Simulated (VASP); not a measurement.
Sc: single point with PBE

Crystal: Sc.

```
Sc
1.0
    -1.91721    1.91721    1.71760
     1.91721   -1.91721    1.71760
     1.91721    1.91721   -1.71760
Sc
1
Direct
  0.00000 0.00000 0.00000
```

```json
{"Program": "VASP 6.6.1", "Task": "single point", "Functional": "PBE", "Potentials or basis": "VASP PAW PBE potentials, release 64 (Sc_sv)", "Cutoff": "500 eV", "k mesh": "9 × 9 × 9", "Occupations": "gaussian, width 0.1 eV", "Spin": "no spin polarisation", "Dipole correction": "no", "Further INCAR settings": "ALGO = Normal; EDIFF = 1e-06; NBANDS = 12"}
```

```yaml
Pressure: -0.7 GPa
Band_gap_on_the_k_mesh: zero (an odd number of electrons rules out a gap without spin polarisation)
```

Stress tensor (GPa, compression positive):
```
-1.06  0.00  0.00
 0.00 -1.06  0.00
 0.00  0.00  0.04
```

Levels at points of the mesh, in eV from the Fermi level:
```csv
k point,band 1,band 2,band 3,band 4,band 5,band 6,band 7,band 8,band 9,band 10
"(0.00, 0.00, 0.00)",-49.65,-28.08,-28.08,-28.05,-5.19,1.01,1.70,1.70,2.33,3.11
```

Run time: 17 s on 1 thread of Intel Xeon 8259CL, with other jobs on the host, peak memory 0.15 GiB.
